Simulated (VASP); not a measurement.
The system is Al.

```
Al
1.0
     0.00000    2.02481    2.02481
     2.02481    0.00000    2.02481
     2.02481    2.02481    0.00000
Al
1
Cartesian
  0.0000 0.0000 0.0000
```

* Program: VASP 6.6.1
* Task: relaxation of cell and atoms
* Functional: r2SCAN
* Potentials or basis: VASP PAW PBE potentials, release 64 (Al)
* Cutoff: 600 eV
* k mesh: 28 × 28 × 28
* Occupations: gaussian, width 0.2 eV
* Spin: no spin polarisation

At the start: pressure -3.8 GPa; volume 16.60 Å³/atom.

Q: How do energy, volume and symmetry change on relaxing?

A: Over 19 steps the energy falls by 9.3 meV/atom and the volume is 15.86 Å³/atom (-4.5 %); space group Fm-3m (No. 225, to 0.1 Å) before and after.

The path:
```tsv
step	energy change (eV)	largest force (eV/Å)	pressure (GPa)	volume (Å³)
1	0.0000	0.0000	-3.81	16.60
2	-0.0087	0.0000	1.16	15.67
3	-0.0093	0.0000	0.03	15.86
4	-0.0093	0.0000	-0.03	15.87
5	-0.0093	0.0000	-0.05	15.87
6	-0.0093	0.0000	-0.05	15.87
7	-0.0093	0.0000	-0.05	15.87
8	-0.0093	0.0000	-0.05	15.87
9	-0.0093	0.0000	-0.05	15.87
10	-0.0093	0.0000	-0.05	15.87
11	-0.0093	0.0000	-0.05	15.87
12	-0.0093	0.0000	-0.05	15.87
13	-0.0093	0.0000	-0.05	15.87
14	-0.0093	0.0000	-0.05	15.87
15	-0.0093	0.0000	-0.05	15.87
16	-0.0093	0.0000	-0.04	15.87
17	-0.0093	0.0000	-0.04	15.87
18	-0.0093	0.0000	-0.03	15.87
19	-0.0093	0.0000	0.00	15.86
```

Final structure:
```xyz
1
Lattice="0.0000 1.9943 1.9943 1.9943 0.0000 1.9943 1.9943 1.9943 0.0000" Properties=species:S:1:pos:R:3 pbc="T T T"
Al    1.9943    1.9943    0.0000
```

Caveat: the PAW data sets were made with another functional, which shifts forces and pressure a little.
